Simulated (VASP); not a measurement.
A run of VASP 6.6.1 is set up as follows.

INCAR

```
SYSTEM = Zr2H3Pd
ALGO = Normal ; EDIFF = 1E-6
ENCUT = 520 ; GGA = PE
ISIF = 2 ; ISMEAR = -1
LASPH = .True. ; LCHARG = .False.
LREAL = .False. ; LWAVE = .False.
NBANDS = 28 ; NELM = 100
PREC = Accurate ; SIGMA = 0.1
```

KPOINTS

```
k-points
0
Gamma
  6 6 8
  0 0 0
```

Contents of POSCAR:

```
Zr2H3Pd
1.0
   -1.6033930000      1.6033930000      6.7000100000
    1.6033930000     -1.6033930000      6.7000100000
    1.6033930000      1.6033930000     -6.7000100000
Pd Zr H
1 2 3
Direct
   -0.0087830000      0.0027490000      0.0000470000
    0.3529810000      0.3632270000      0.0096490000
    0.6614680000      0.6280720000     -0.0007010000
    0.2411340000      0.7369140000      0.4801680000
    0.7319330000      0.2392900000      0.4686610000
    0.4966360000      0.5210630000      0.0159480000
```

Potentials or basis: VASP PAW PBE potentials, release 64 (Pd, Zr_sv, H).

The run is started by

```console
$ cat potpaw_PBE.64/Pd/POTCAR potpaw_PBE.64/Zr_sv/POTCAR potpaw_PBE.64/H/POTCAR > POTCAR
$ mpirun -np 1 vasp_std > vasp.out
```

(1) Predict the pressure.

(2) What does it give for the largest force?

(3) Predict the band gap on the k mesh.

Answers

(1) -0.6 GPa.

(2) 0.587 eV/Å.

(3) zero (an odd number of electrons rules out a gap without spin polarisation).
